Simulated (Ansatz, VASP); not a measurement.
One calculation of GaN, two programs

POSCAR

```
GaN
1.0
    0.0000000000      2.2489526566      2.2489526566
    2.2489526566      0.0000000000      2.2489526566
    2.2489526566      2.2489526566      0.0000000000
Ga N
1 1
Direct
    0.0000000000      0.0000000000      0.0000000000
    0.2500000000      0.2500000000      0.2500000000
```

File INCAR.step1:

```
PREC = Accurate ; ENCUT = 910
ISMEAR = 0 ; SIGMA = 0.01
LREAL = F ; LASPH = T
NELM = 120 ; NBANDS = 16
GGA = PE ; ALGO = Normal
EDIFF = 1E-5 ; LWAVE = T
LCHARG = F ; GGA_COMPAT = F
```

The input INCAR.step2:

```
PREC = Accurate ; ENCUT = 910
EDIFF = 1E-6 ; ISMEAR = 0
SIGMA = 0.01 ; LREAL = F
LASPH = T ; NELM = 120
ALGO = Normal ; ISIF = 2
LWAVE = F ; LCHARG = F
METAGGA = R2SCAN ; LMIXTAU = T
NBANDS = 16 ; ISTART = 1
GGA_COMPAT = F
```

The input KPOINTS:

```
Automatic mesh
0
Gamma
  10 10 10
```

Input for Ansatz:

```yaml
crystal:
  lattice:
    - [0.0, 2.2489526566, 2.2489526566]
    - [2.2489526566, 0.0, 2.2489526566]
    - [2.2489526566, 2.2489526566, 0.0]
  atoms:
    - { symbol: Ga, position: [0.0, 0.0, 0.0] }
    - { symbol: "N", position: [0.25, 0.25, 0.25] }
kpoints:
  mp_grid: { grid: [10, 10, 10] }
  band_path:
    path:
      - [0.0, 0.0, 0.0]
      - [-0.5, -0.5, 0.0]
      - [-0.375, -0.375, 0.25]
      - [-0.375, 0.0, 0.375]
      - [0.0, 0.0, 0.5]
      - [-0.5, -0.25, 0.25]
    npoints: 1
hamiltonian:
  xc: r2scan
scf:
  occupations: { method: fixed }
  n_extra_bands: 4
output:
  forces: true
  stress: true
  eigenvalues: true
  write_density: true
  write_potential: true
  elf: true
  volumetric_format: npy
```

Alike in both runs: task single point; functional r2SCAN; k mesh 10 × 10 × 10; no spin polarisation.

```csv
,VASP,Ansatz
version,VASP 6.6.1,Ansatz 0.2.0
potentials or method,"VASP PAW PBE potentials, release 64 (Ga_d, N_h)","plane waves, PAW"
plane-wave cutoff (eV),910,500
occupations,"gaussian, width 0.01 eV",fixed
valence electrons in the cell,18,18
```

Ansatz gave:

```
gap on the k mesh at the Fermi level (eV) : 2.17
```

Task: Estimate VASP's values.

Result: gap on the k mesh at the Fermi level (eV): 2.16.

VASP's potentials were made for PBE, not for r2SCAN.

Noted on VASP's run: the cutoff is short for stress, so the pressure is rough.
